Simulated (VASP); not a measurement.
Write the native input for VASP 6.6.1 that does the following.

* Task: single point
* Functional: PBEsol
* Potentials or basis: VASP PAW PBE potentials, release 64 (Cu, Sn_d)
* Cutoff: 520 eV
* k mesh: 14 × 14 × 14
* Occupations: gaussian, width 0.1 eV
* Spin: no spin polarisation
* Dipole correction: no
* Further INCAR settings: ALGO = Fast; EDIFF = 1e-06; NBANDS = 34

The structure of CuSn3 lies in POSCAR:

```
CuSn3
1.0
   -2.3091155050      2.3091155050      4.2260255766
    2.3091155050     -2.3091155050      4.2260255766
    2.3091155050      2.3091155050     -4.2260255766
Cu Sn
1 3
Direct
    0.0000000000      0.0000000000      0.0000000000
    0.7500000000      0.2500000000      0.5000000000
    0.2500000000      0.7500000000      0.5000000000
    0.5000000000      0.5000000000      0.0000000000
```

The input as run:

INCAR

```
SYSTEM = CuSn3
PREC = Accurate
ENCUT = 520
EDIFF = 1E-6
ISMEAR = 0
SIGMA = 0.1
LREAL = .False.
LASPH = .True.
NELM = 100
ALGO = Fast
ISIF = 2
LWAVE = .False.
LCHARG = .False.
GGA = PS
NBANDS = 34
```

KPOINTS

```
regular mesh
0
Gamma
  14 14 14
  0 0 0
```

Potentials or basis: VASP PAW PBE potentials, release 64 (Cu, Sn_d).

Launch:

```bash
$ cat potpaw_PBE.64/Cu/POTCAR potpaw_PBE.64/Sn_d/POTCAR > POTCAR
$ mpirun -np 1 vasp_std > vasp.out
```

Results of the run:

```yaml
Pressure: -0.1 GPa
Band_gap_on_the_k_mesh: zero (an odd number of electrons rules out a gap without spin polarisation)
```

Caveat: the PAW data sets were made with another functional, which shifts forces and pressure a little; spin-orbit coupling is left out, which moves the levels of the heavy elements.

It took 8.2 min on 1 thread of Intel(R) Xeon(R) 6975P-C (Granite Rapids) (shared host), peak memory 0.71 GiB.
